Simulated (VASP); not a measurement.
## TePb: single point with r2SCAN

TePb:

```
Te Pb
1.0
     0.00000    3.31795    3.05251
     3.31795    0.00000    3.05251
     3.31795    3.31795    0.00000
Te Pb
1 1
Direct
  0.50000 0.50000 0.50000
  0.00000 0.00000 0.00000
```

This cell differs from its parent crystal: ratio of the length along z to the lengths across it x 0.92, volume and fractional coordinates fixed.

```
Program             : VASP 6.6.1
Task                : single point
Functional          : r2SCAN
Potentials or basis : VASP PAW PBE potentials, release 64 (Te, Pb_d)
Cutoff              : 520 eV
k mesh              : 8 × 8 × 8
Occupations         : gaussian, width 0.05 eV
Spin                : no spin polarisation
```

```
Pressure               : 2.8 GPa
Band gap on the k mesh : 0.62 eV, direct
```

Stress tensor (GPa, compression positive):
```
-1.38  0.00  0.00
 0.00 -1.38  0.00
 0.00  0.00 11.08
```

Levels at points of the mesh, in eV from the valence-band top:
| k point | band 8 | band 9 | band 10 | band 11 | band 12 | band 13 |
| --- | --- | --- | --- | --- | --- | --- |
| (0.00, 0.00, 0.00) | -2.37 | -1.46 | -1.46 | 3.46 | 3.46 | 5.60 |
| (0.50, 0.00, 0.00) | -1.39 | -1.27 | 0.00 | 0.62 | 0.98 | 1.56 |
| (0.50, 0.50, 0.00) | -5.11 | -3.37 | -3.37 | 3.14 | 5.39 | 5.39 |
| (0.50, 0.00, 0.50) | -4.92 | -3.65 | -2.70 | 3.46 | 4.64 | 6.56 |

Run time: 3.3 min on 1 thread of Intel(R) Xeon(R) 6975P-C (Granite Rapids), on a shared host, peak memory 0.24 GiB.

Caveat: the PAW data sets were made with another functional, which shifts forces and pressure a little; spin-orbit coupling is left out, which moves the levels of the heavy elements. A k mesh can miss the band edges.
